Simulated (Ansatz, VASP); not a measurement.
One calculation of GeW, two programs

INCAR

```
SYSTEM = GeW
PREC     = Accurate       ! precision mode
ENCUT    = 520            ! plane-wave cutoff, eV
EDIFF    = 1E-6           ! SCF threshold, eV
ISMEAR   = -1             ! smearing method
SIGMA    = 0.05           ! smearing width, eV
LREAL    = .False.        ! projectors in reciprocal space
LASPH    = .True.         ! aspherical terms in the spheres
NELM     = 60             ! most SCF steps
ALGO     = Normal         ! electronic algorithm
ISIF     = 2              ! what is computed and relaxed
LWAVE    = .False.        ! write WAVECAR
LCHARG   = .True.         ! write CHGCAR
GGA      = B5             ! functional
ALDAX    = 1.0          
AGGAX    = 1.0          
AGGAC    = 1.0          
ALDAC    = 0.0          
LELF     = .True.         ! ELF
LVHAR    = .True.       
NBANDS   = 21             ! bands
```

File KPOINTS:

```
Automatic mesh
0
Gamma
  9 9 9
  0 0 0
```

POSCAR

```
GeW
1.0
    0.0000000000      2.5776100000      2.5776100000
    2.5776100000      0.0000000000      2.5776100000
    2.5776100000      2.5776100000      0.0000000000
Ge W
1 1
Direct
    0.5000000000      0.5000000000      0.5000000000
    0.0000000000      0.0000000000      0.0000000000
```

Contents of input.yaml:

```yaml
crystal:
  lattice:
    - [0.0, 2.57761, 2.57761]
    - [2.57761, 0.0, 2.57761]
    - [2.57761, 2.57761, 0.0]
  atoms:
    - { symbol: Ge, position: [0.5, 0.5, 0.5] }
    - { symbol: W, position: [0.0, 0.0, 0.0] }
hamiltonian:
  xc: blyp
  pseudopotentials: { kind: paw }
kpoints:
  mp_grid: { grid: [9, 9, 9] }
  band_path:
    path:
      - [[0.0, 0.0, 0.0], [0.5, 0.0, 0.5], [0.5, 0.25, 0.75], [0.375, 0.375, 0.75], [0.0, 0.0, 0.0], [0.5, 0.5, 0.5], [0.625, 0.25, 0.625], [0.5, 0.25, 0.75], [0.5, 0.5, 0.5], [0.375, 0.375, 0.75]]
      - [[0.625, 0.25, 0.625], [0.5, 0.0, 0.5]]
    npoints: 14
scf:
  occupations: { method: fermi_dirac, width: 0.05 }
  n_extra_bands: 6
output:
  forces: true
  stress: true
  eigenvalues: true
  fatbands: false
```

Alike in both runs: functional BLYP; k mesh 9 × 9 × 9; occupations fermi-dirac, width 0.05 eV; no spin polarisation.

```csv
,VASP,Ansatz
version,VASP 6.6.1,Ansatz 0.2.0
potentials or method,"VASP PAW PBE potentials, release 64 (Ge_d, W_sv)",Ansatz PAW
plane-wave cutoff (eV),520,420
valence electrons in the cell,28,28
task,single point,band structure
```

VASP gave:

- gap on the k mesh at the Fermi level (eV): none
- pressure (GPa): 8.9

**Question.** What did Ansatz give for the same quantities?

**Answer.** gap on the k mesh at the Fermi level (eV): none; pressure (GPa): 8.2.

VASP's potentials were made for PBE, not for BLYP. A gap of «none» marks a metal or a gap that the smearing closes. With one functional, cell and mesh, what is left measures potentials, basis and numerics.

Spin-orbit coupling is off throughout.
